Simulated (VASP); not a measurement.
**ZnSe: single point with r2SCAN**

Crystal: ZnSe.

```xyz
4
Lattice="4.1077 0.0000 0.0000 0.0000 4.1077 0.0000 0.0000 0.0000 6.0704" Properties=species:S:1:pos:R:3 pbc="T T T"
Zn    0.0000    0.0000    0.0000
Zn    2.0539    2.0539    0.0000
Se    0.0000    2.0539    1.4950
Se    2.0539    0.0000    4.5753
```

```yaml
Program: VASP 6.6.1
Task: single point
Functional: r2SCAN
Potentials_or_basis: VASP PAW PBE potentials, release 64 (Zn, Se)
Cutoff: 520 eV
k_mesh: 6 × 6 × 4
Occupations: gaussian, width 0.01 eV
Spin: no spin polarisation
```

The pressure is -2.0 GPa, the largest force is 0.370 eV/Å and the band gap on the k mesh is 2.41 eV.

Forces in eV/Å, atoms in the order of the input:
```
Zn   0.000  0.000  0.000
Zn   0.000  0.000  0.000
Se   0.000  0.000 -0.370
Se   0.000  0.000  0.370
```

Stress tensor (GPa, compression positive):
```
-1.87  0.00  0.00
 0.00 -1.87  0.00
 0.00  0.00 -2.11
```

Levels at points of the mesh, in eV from the valence-band top:
```
           k point  band 14  band 15  band 16  band 17  band 18  band 19  band 20  band 21  band 22  band 23
(0.00, 0.00, 0.00)    -2.18    -2.18    -0.01    -0.01     0.00     2.41     2.42     3.42     6.31     6.38
(0.50, 0.00, 0.00)    -4.46    -1.52    -1.52    -0.79    -0.79     3.96     3.96     6.40     6.40     7.06
(0.50, 0.50, 0.00)    -4.25    -2.18    -2.18    -2.05    -2.05     3.78     3.78     4.03     4.03    11.18
(0.00, 0.00, 0.50)    -2.03    -2.03    -1.12    -0.28    -0.28     2.52     3.82     4.12     5.77     6.97
(0.50, 0.00, 0.50)    -4.80    -0.77    -0.77    -0.76    -0.76     3.13     3.13     6.34     6.34     6.65
(0.50, 0.50, 0.50)    -4.12    -2.46    -2.46    -2.38    -2.38     5.00     5.00     5.31     5.31     8.71
```

It took 3.2 min on 1 thread of AMD EPYC 9R45 96-Core Processor (Zen 5) (shared host), peak memory 0.23 GiB.

Caveat: the PAW data sets were made with another functional, which shifts forces and pressure a little. A k mesh can miss the band edges.
